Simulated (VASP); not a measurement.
Cd:

```xyz
1
Lattice="0.0000 2.2100 2.2100 2.2100 0.0000 2.2100 2.2100 2.2100 0.0000" Properties=species:S:1:pos:R:3 pbc="T T T"
Cd    0.0000    0.0000    0.0000
```

This isn't the form of Cd at room conditions, which is hcp.

```yaml
Program: VASP 6.6.1
Task: relaxation of cell and atoms
Functional: LDA
Potentials_or_basis: VASP PAW LDA potentials, release 64 (Cd_sv_GW)
Cutoff: 630 eV
k_mesh: 8 × 8 × 8
Occupations: gaussian, width 0.05 eV
Spin: no spin polarisation
```

At the start: pressure -4.4 GPa; volume 21.59 Å³/atom.

Task: Where does the relaxation end?

Result: Over 3 steps the energy falls by 22.7 meV/atom and the volume is 20.06 Å³/atom (-7.1 %); space group Fm-3m (No. 225, to 0.1 Å) before and after.

Step by step:
| step | energy change (eV) | largest force (eV/Å) | pressure (GPa) | volume (Å³) |
| --- | --- | --- | --- | --- |
| 1 | 0.0000 | 0.0000 | -4.42 | 21.59 |
| 2 | -0.0218 | 0.0000 | 1.05 | 19.78 |
| 3 | -0.0227 | 0.0000 | 0.01 | 20.06 |

Final structure:
```
Cd
1.0
     0.00000    2.15648    2.15648
     2.15648    0.00000    2.15648
     2.15648    2.15648    0.00000
Cd
1
Direct
  0.00000 0.00000 0.00000
```
